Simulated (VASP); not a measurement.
# SnO (P4/nmm) in VASP: a series of runs, part 2 of 2

VASP 6.6.1. The steps go on from the part before.

## Step 4: Single point, PBE

INCAR

```
ALGO = Normal
EDIFF = 1E-7
ENCUT = 520
GGA = PE
ISIF = 2
ISMEAR = -1
LASPH = True
LCHARG = True
LELF = True
LREAL = False
LVHAR = True
LWAVE = False
NBANDS = 28
NELM = 60
PREC = Accurate
SIGMA = 0.05
```

KPOINTS

```
k-points
0
Gamma
  7 7 6
```

POSCAR

```
SnO
1.0
    3.8676020504      0.0000000000      0.0000000000
    0.0000000000      3.8676020504      0.0000000000
    0.0000000000      0.0000000000      5.0728771264
Sn O
2 2
Direct
    0.5000000000      0.0000000000      0.7713843075
    0.0000000000      0.5000000000      0.2286156925
    0.0000000000      0.0000000000      0.0000000000
    0.5000000000      0.5000000000      0.0000000000
```

Potentials or basis: VASP PAW PBE potentials, release 64 (Sn_d, O).

The run is started by

```sh
cat potpaw_PBE.64/Sn_d/POTCAR potpaw_PBE.64/O/POTCAR > POTCAR
mpirun -np 1 vasp_std > vasp.out
```

OUTCAR:

```text
EDIFF = 1E-7
   ENCUT = 520
   GGA = PE
   ISIF = 2
   ISMEAR = -1
   LASPH = True
   LREAL = False
   NELM = 60
   PREC = Accurate

 ion  position               nearest neighbor table
   1  0.500  0.000  0.771-   3 2.25   4 2.25   4 2.25   3 2.25   2 3.59   2 3.59   2 3.59   2 3.59

   2  0.000  0.500  0.229-   3 2.25   4 2.25   3 2.25   4 2.25   1 3.59   1 3.59   1 3.59   1 3.59

   3  0.000  0.000  0.000-   1 2.25   2 2.25   2 2.25   1 2.25
   4  0.500  0.500  0.000-   1 2.25   2 2.25   1 2.25   2 2.25

  LATTYP: Found a simple tetragonal cell.
 ALAT       =     3.8676020504
 C/A-ratio  =     1.3116336842

  Lattice vectors:

 A1 = (   3.8676020504,   0.0000000000,   0.0000000000)
 A2 = (   0.0000000000,   3.8676020504,   0.0000000000)
 A3 = (   0.0000000000,   0.0000000000,   5.0728771264)

Analysis of symmetry for initial positions (statically):
=====================================================================
 Subroutine PRICEL returns:
 Original cell was already a primitive cell.

 Routine SETGRP: Setting up the symmetry group for a
 simple tetragonal supercell.

 Subroutine GETGRP returns: Found 16 space group operations
 (whereof  8 operations were pure point group operations)
 out of a pool of 16 trial point group operations.

The static configuration has the point symmetry D_2d.
 The point group associated with its full space group is D_4h.

Analysis of symmetry for dynamics (positions and initial velocities):
=====================================================================
 Subroutine PRICEL returns:
 Original cell was already a primitive cell.

 Routine SETGRP: Setting up the symmetry group for a
 simple tetragonal supercell.

 Subroutine GETGRP returns: Found 16 space group operations
 (whereof  8 operations were pure point group operations)
 out of a pool of 16 trial point group operations.

The dynamic configuration has the point symmetry D_2d.
 The point group associated with its full space group is D_4h.

 Subroutine INISYM returns: Found 16 space group operations
 (whereof  8 operations are pure point group operations),
 and found     1 'primitive' translations

----------------------------------------------------------------------------------------

                                     Primitive cell

  volume of cell :      75.8818

  direct lattice vectors                    reciprocal lattice vectors
     3.867602050  0.000000000  0.000000000     0.258558142  0.000000000  0.000000000
     0.000000000  3.867602050  0.000000000     0.000000000  0.258558142  0.000000000
     0.000000000  0.000000000  5.072877126     0.000000000  0.000000000  0.197126793

  length of vectors
     3.867602050  3.867602050  5.072877126     0.258558142  0.258558142  0.197126793

  position of ions in fractional coordinates (direct lattice)
     0.500000000  0.000000000  0.771384307
     0.000000000  0.500000000  0.228615693
     0.000000000  0.000000000  0.000000000
     0.500000000  0.500000000  0.000000000

  ion indices of the primitive-cell ions
   primitive index   ion index
                 1           1
                 2           2
                 3           3
                 4           4
[... 21 lines left out ...]

 Subroutine IBZKPT returns following result:
 ===========================================

 Found     40 irreducible k-points:

 Following reciprocal coordinates:
            Coordinates               Weight
  0.000000  0.000000  0.000000      1.000000
  0.142857  0.000000  0.000000      4.000000
  0.285714  0.000000  0.000000      4.000000
  0.428571  0.000000  0.000000      4.000000
  0.142857  0.142857  0.000000      4.000000
  0.285714  0.142857  0.000000      8.000000
[... 16 lines left out ...]
  0.285714  0.000000  0.333333      8.000000
  0.428571  0.000000  0.333333      8.000000
 [... further k-points ...]
   k-points           NKPTS =     40   k-points in BZ     NKDIM =     40   number of bands    NBANDS=     28
   number of dos      NEDOS =    301   number of ions     NIONS =      4
   total plane-waves  NPLWV =  36000
   dimension x,y,z NGX =    30 NGY =   30 NGZ =   40
   dimension x,y,z NGXF=    60 NGYF=   60 NGZF=   80
   ions per type =               2   2
   NGX,Y,Z   is equivalent  to a cutoff of  12.90, 12.90, 13.11 a.u.
   NGXF,Y,Z  is equivalent  to a cutoff of  25.79, 25.79, 26.22 a.u.
 SYSTEM =  unknown system
   PREC   = accura    normal or accurate (medium, high low for compatibility)
   ISTART =      0    job   : 0-new  1-cont  2-samecut
   ICHARG =      2    charge: 1-file 2-atom 10-const
   ISPIN  =      1    spin polarized calculation?
   LNONCOLLINEAR =      F non collinear calculations
   LSORBIT =      F    spin-orbit coupling
   LASPH  =      T    aspherical Exc in radial PAW
   ENCUT  =  520.0 eV  38.22 Ry    6.18 a.u.   7.19  7.19  9.43*2*pi/ulx,y,z
   NELM   =     60;   NELMIN=  2; NELMDL= -5     # of ELM steps
   EDIFF  = 0.1E-06   stopping-criterion for ELM
   LREAL  =      F    real-space projection
   EDIFFG = 0.1E-05   stopping-criterion for IOM
   NSW    =      0    number of steps for IOM
   IBRION =     -1    ionic relax: 0-MD 1-quasi-New 2-CG
   NFREE  =      0    steps in history (QN), initial steepest desc. (CG)
   ISIF   =      2    stress and relaxation
   ISYM   =      2    0-nonsym 1-usesym 2-fastsym
   POTIM  = 0.5000    time-step for ionic-motion
   TEBEG  =    0.0;   TEEND  =   0.0 temperature during run
   PSTRESS=    0.0 pullay stress
   NELECT =      40.0000    total number of electrons
   NUPDOWN=      -1.0000    fix difference up-down
   EMIN   =  10.00;   EMAX   =-10.00  energy-range for DOS
   EFERMI =   0.00;   METHOD = LEGACY
   ISMEAR =    -1;   SIGMA  =   0.05  broadening in eV -4-tet -1-fermi 0-gaus
   EFERMI_NEDOS =   21; number of points for ismear=-14 and -15
   IALGO  =     38    algorithm
   IMIX   =      4    mixing-type and parameters
     AMIX     =   0.40;   BMIX     =  1.00
     AMIX_MAG =   1.60;   BMIX_MAG =  1.00
  volume/ion in A,a.u.               =      18.97       128.02
  Fermi-wavevector in a.u.,A,eV,Ry     =   1.322459  2.499085 23.795197  1.748898
  Thomas-Fermi vector in A             =   2.452138
   LORBIT       =      0    0 simple, 1 ext, 2 COOP (PROOUT), +10 PAW based schemes
   GGA     = PE    functional components
   LHFCALC =     F    Hartree Fock is set to
   AEXX    =    0.0000 exact exchange contribution
   IVDW    =     0    specifies the selected vdW correction
   LEPSILON=     F    determine dielectric tensor
   LRPA    =     F    only Hartree local field effects (RPA)
 non-spin polarized calculation
  energy-cutoff  :      520.00
  volume of cell :       75.88
 maximum number of plane-waves:      2060
 NGX is ok and might be reduce to    30
   NGX = 15   NGY = 15   NGZ = 19

 number of electron      39.9999996 magnetization

 Free energy of the ion-electron system (eV)
  ---------------------------------------------------
  ext. energy  EPLUGINS =         0.00000000
  ---------------------------------------------------
  free energy    TOTEN  =       -22.72602919 eV

  energy without entropy =      -22.72601247  energy(sigma->0) =      -22.72602083

 E-fermi :   6.4867     XC(G=0):  -9.8168

 val. band max:        6.1248396750   @ k =   0.0000   0.0000   0.0000
 cond. band min:       6.8497893935   @ k =   0.4286   0.4286   0.0000
 fundamental gap:      0.7249497185
 Fermi energy:         6.4867489628

 k-point     1 :       0.0000    0.0000    0.0000
  band No.  band energies     occupation
      1     -15.6163      2.00000
      2     -15.2530      2.00000
      3     -15.2476      2.00000
      4     -15.2476      2.00000
      5     -15.2185      2.00000
      6     -15.2036      2.00000
[... 733 lines left out ...]
     27      15.0025      0.00000
     28      15.8647      0.00000

 [... further k-points ...]

------------------------ aborting loop because EDIFF is reached ----------------------------------------

  FORCE on cell =-STRESS in cart. coord.  units (eV):
  Direction    XX          YY          ZZ          XY          YZ          ZX
  --------------------------------------------------------------------------------------
  -------------------------------------------------------------------------------------
  Total        0.0865011      0.0865011      0.0899208      0.0000000      0.0000000      0.0000000
  in kB        1.8263928      1.8263928      1.8985973      0.0000000      0.0000000      0.0000000
  external PRESSURE =       1.8504610 kB  Pullay stress =       0.0000000 kB

 VOLUME and BASIS-vectors are now :
 -----------------------------------------------------------------------------
  energy-cutoff  :      520.00
  volume of cell :       75.88
      direct lattice vectors                 reciprocal lattice vectors
     3.867602050  0.000000000  0.000000000     0.258558142  0.000000000  0.000000000
     0.000000000  3.867602050  0.000000000     0.000000000  0.258558142  0.000000000
     0.000000000  0.000000000  5.072877126     0.000000000  0.000000000  0.197126793

 POSITION                                       TOTAL-FORCE (eV/Angst)
 -----------------------------------------------------------------------------------
      1.93380      0.00000      3.91314        -0.000000     -0.000000     -0.071573
      0.00000      1.93380      1.15974         0.000000      0.000000      0.071573
      0.00000      0.00000      0.00000         0.000000      0.000000     -0.000000
      1.93380      1.93380      0.00000         0.000000     -0.000000     -0.000000
 -----------------------------------------------------------------------------------
    total drift:                                0.000000      0.000000      0.000000

  FREE ENERGIE OF THE ION-ELECTRON SYSTEM (eV)
  ---------------------------------------------------
  free  energy   TOTEN  =       -22.7260291930 eV

  energy  without entropy=      -22.7260124728  energy(sigma->0) =      -22.72602083
```

OSZICAR:

```text
N       E                     dE             d eps       ncg     rms          rms(c)
DAV:   1     0.419293432165E+03    0.41929E+03   -0.19865E+04  2296   0.212E+03
DAV:   2     0.384202167940E+02   -0.38087E+03   -0.36595E+03  2308   0.532E+02
DAV:   3    -0.233527015356E+02   -0.61773E+02   -0.60505E+02  2548   0.180E+02
DAV:   4    -0.264715351356E+02   -0.31188E+01   -0.31011E+01  2544   0.437E+01
DAV:   5    -0.265465581644E+02   -0.75023E-01   -0.75012E-01  2460   0.731E+00    0.117E+01
DAV:   6    -0.227799205362E+02    0.37666E+01   -0.18162E+01  3592   0.456E+01    0.510E+00
DAV:   7    -0.227468293450E+02    0.33091E-01   -0.22533E+00  2664   0.878E+00    0.251E+00
DAV:   8    -0.227325535100E+02    0.14276E-01   -0.31156E-01  2684   0.366E+00    0.816E-01
DAV:   9    -0.227249046803E+02    0.76488E-02   -0.50983E-02  3548   0.215E+00    0.250E-01
DAV:  10    -0.227264885150E+02   -0.15838E-02   -0.85802E-03  2960   0.805E-01    0.164E-01
DAV:  11    -0.227259946895E+02    0.49383E-03   -0.28185E-03  3400   0.458E-01    0.245E-02
DAV:  12    -0.227260329491E+02   -0.38260E-04   -0.31537E-04  2324   0.106E-01    0.334E-02
DAV:  13    -0.227260291079E+02    0.38413E-05   -0.40660E-05  2896   0.543E-02    0.300E-03
DAV:  14    -0.227260291270E+02   -0.19130E-07   -0.35735E-06  2472   0.119E-02    0.375E-03
DAV:  15    -0.227260291930E+02   -0.66005E-07   -0.12275E-07  1784   0.285E-03
   1 F= -.22726029E+02 E0= -.22726021E+02  d E =-.167202E-04
```

Wall time 37 s (1 thread of Intel Xeon 6975P-C (Granite Rapids), shared host); peak memory 0.22 GiB.

What came out:

* Free energy: -22.7260 eV
* Pressure: 0.2 GPa
* Largest force: 0.072 eV/Å
* Band gap on the k mesh: 0.72 eV (least direct gap 1.91 eV)

Forces in eV/Å, atoms in the order of the input:
```
Sn   0.000  0.000 -0.072
Sn   0.000  0.000  0.072
O    0.000  0.000  0.000
O    0.000  0.000  0.000
```

Caveat: spin-orbit coupling is left out, which moves the levels of the heavy elements; an odd mesh through Γ misses points on the zone boundary, where band edges can lie.

## Step 5: Summary

```csv
cell,gap on the mesh (eV),pressure (GPa),largest force (eV/Å)
"a = 3.868, b = 3.868, c = 5.066 Å, 4 atoms",0.72,0.2,0.08
"a = 3.875, b = 3.875, c = 5.053 Å, 4 atoms",0.74,0.1,0.10
"a = 3.868, b = 3.868, c = 5.073 Å, 4 atoms",0.72,0.2,0.07
```

Alike in all rows: task single point; level PBE; potentials or basis VASP PAW PBE potentials, release 64 (Sn_d, O); no spin polarisation; k mesh 7 × 7 × 6; cutoff (eV) 520; smearing fermi-dirac 0.05 eV.

Caveats: spin-orbit coupling is left out, which moves the levels of the heavy elements; an odd mesh through Γ misses points on the zone boundary, where band edges can lie.

Absolute energies hang on the potentials; compare differences alone.
